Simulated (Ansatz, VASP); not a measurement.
One calculation of Os, two programs

File INCAR:

```
PREC = Accurate
ENCUT = 520
EDIFF = 1E-7
ISMEAR = 0
SIGMA = 0.15
LREAL = False
LASPH = True
NELM = 60
ALGO = Fast
ISIF = 2
LWAVE = False
LCHARG = False
GGA = PS
NBANDS = 10
```

The input KPOINTS:

```
Automatic mesh
0
Gamma
  24 24 24
```

POSCAR

```
Os
1.0
    0.0000000000      1.7328852397      2.4502997289
    1.7328852397      0.0000000000      2.4502997289
    1.7328852397      1.7328852397      0.0000000000
Os
1
Direct
    0.0000000000      0.0000000000      0.0000000000
```

Input for Ansatz:

```yaml
crystal:
  lattice:
    - [0.0, 1.7328852397, 2.4502997289]
    - [1.7328852397, 0.0, 2.4502997289]
    - [1.7328852397, 1.7328852397, 0.0]
  atoms:
    - { symbol: Os, position: [0.0, 0.0, 0.0] }
basis:
  ecutwfc: 420
kpoints:
  mp_grid: { grid: [24, 24, 24] }
hamiltonian:
  xc: pbesol
scf:
  occupations: { method: gaussian, width: 0.15 }
output:
  forces: true
  stress: true
  eigenvalues: true
```

Alike in both runs: task single point; functional PBEsol; k mesh 24 × 24 × 24; occupations gaussian, width 0.15 eV; no spin polarisation.

```csv
,VASP,Ansatz
version,VASP 6.6.1,Ansatz 0.2.0
potentials or method,"VASP PAW PBE potentials, release 64 (Os), cutoff 520 eV","scalar-relativistic, plane waves, PAW"
valence electrons in the cell,8,16
```

```csv
,VASP,Ansatz,Ansatz less VASP
gap on the k mesh at the Fermi level (eV),none,none,-
pressure (GPa),11.3,10.8,-0.48
"traceless stress, the component that is largest in VASP (GPa)",-66.95,-67.32,-0.374
```

VASP's potentials were made for PBE, not for PBEsol. A gap of «none» marks a metal or a gap that the smearing closes. VASP's potentials hold 8 valence electrons a cell and Ansatz's 16, so a difference there can come from the potentials and not from the codes.

Spin-orbit coupling is off throughout.
